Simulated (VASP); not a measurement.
# NaI: single point with PBE

The system is NaI.

```
Na I
1.0
     0.00000    3.65551    3.32638
     3.65551    0.00000    3.32638
     3.65551    3.65551    0.00000
Na I
1 1
Cartesian
  0.0000 0.0000 0.0000
  1.8278 1.8278 1.6632
```

This cell differs from its parent crystal: epitaxial xy strain +3.2%.

| Item | Value |
| --- | --- |
| Program | VASP 6.6.1 |
| Task | single point |
| Functional | PBE |
| Potentials or basis | VASP PAW PBE potentials, release 64 (Na_pv, I) |
| Cutoff | 520 eV |
| k mesh | 6 × 6 × 6 |
| Occupations | fermi-dirac, width 0.02 eV |
| Spin | no spin polarisation |
| Dipole correction | no |
| Further INCAR settings | ALGO = Normal; EDIFF = 1e-06; NBANDS = 14 |

| Property | Result |
| --- | --- |
| Pressure | 0.3 GPa |
| Band gap on the k mesh | 3.75 eV |

Levels at points of the mesh, in eV from the valence-band top:
| k point | band 5 | band 6 | band 7 | band 8 | band 9 | band 10 |
| --- | --- | --- | --- | --- | --- | --- |
| (0.00, 0.00, 0.00) | -0.08 | -0.08 | 0.00 | 3.75 | 7.81 | 7.81 |
| (0.50, 0.00, 0.00) | -1.28 | -0.28 | -0.10 | 5.32 | 7.32 | 7.67 |
| (0.50, 0.50, 0.00) | -1.08 | -0.58 | -0.58 | 5.13 | 5.89 | 9.42 |
| (0.50, 0.00, 0.50) | -1.24 | -0.41 | -0.36 | 5.14 | 6.27 | 8.70 |

Run time: 75 s on 1 thread of Intel(R) Xeon(R) Platinum 8488C (Sapphire Rapids), on a shared host, peak memory 0.24 GiB.

Caveat: the cell differs from its parent crystal (epitaxial xy strain +3.2%); spin-orbit coupling is left out, which moves the levels of the heavy elements.
